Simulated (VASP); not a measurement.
The system is C.

```
CELL_PARAMETERS angstrom
4.76560 0.00000 0.00000
-2.38280 4.12713 0.00000
0.00000 0.00000 3.78439
ATOMIC_POSITIONS crystal
C 0.62220 0.66580 0.31317
C 0.33420 0.95639 0.31317
C 0.04361 0.37780 0.31317
C 0.37780 0.33420 0.81317
C 0.66580 0.04361 0.81317
C 0.95639 0.62220 0.81317
C 0.33420 0.37780 0.18683
C 0.62220 0.95639 0.18683
C 0.04361 0.66580 0.18683
C 0.66580 0.62220 0.68683
C 0.37780 0.04361 0.68683
C 0.95639 0.33420 0.68683
```

The cell was generated, and may not be a known phase.

| Item | Value |
| --- | --- |
| Program | VASP 6.6.1 |
| Task | relaxation of cell and atoms |
| Functional | PBE |
| Potentials or basis | VASP PAW PBE potentials, release 64 (C) |
| Cutoff | 600 eV |
| k mesh | 6 × 6 × 4 |
| Occupations | gaussian, width 0.1 eV |
| Spin | no spin polarisation |

At the start: pressure 24.6 GPa; volume 6.20 Å³/atom.

Question: How do energy, volume and symmetry change on relaxing?

Answer: Over 9 steps the energy falls by 1022.6 meV/atom and the volume is 5.71 Å³/atom (-8.0 %); space group P6_322 (No. 182, to 0.1 Å) before, P6_3/mmc (No. 194, to 0.1 Å).

The path:
| step | energy change (eV) | largest force (eV/Å) | pressure (GPa) | volume (Å³) |
| --- | --- | --- | --- | --- |
| 1 | 0.0000 | 4.1503 | 24.61 | 74.43 |
| 2 | -5.9166 | 5.2384 | -55.29 | 83.97 |
| 3 | -7.1221 | 4.2650 | -42.77 | 81.34 |
| 4 | -8.1601 | 5.0110 | -14.57 | 74.04 |
| 5 | -10.4979 | 1.5478 | -41.21 | 77.07 |
| 6 | -12.0658 | 1.3612 | 9.88 | 67.18 |
| 7 | -12.2102 | 0.7052 | -3.92 | 69.24 |
| 8 | -12.2546 | 0.3977 | 2.44 | 68.12 |
| 9 | -12.2717 | 0.0375 | 0.12 | 68.49 |

Final structure:
```xyz
12
Lattice="4.3494 0.0000 0.0000 -2.1747 3.7667 0.0000 0.0000 0.0000 4.1808" Properties=species:S:1:pos:R:3 pbc="T T T"
C     1.4494    2.5115    1.3072
C    -0.7250    3.7662    1.3072
C    -0.7244    1.2557    1.3072
C     0.7253    1.2552    3.3976
C     2.8998    0.0005    3.3976
C     2.8991    2.5110    3.3976
C     0.7244    1.2557    0.7832
C     0.7250    3.7662    0.7832
C    -1.4494    2.5115    0.7832
C     1.4503    2.5110    2.8736
C     1.4497    0.0005    2.8736
C     3.6242    1.2552    2.8736
```

Caveat: this functional lacks dispersion, which binds layers or chains, so the pressure and a relaxed spacing across them are unreliable.
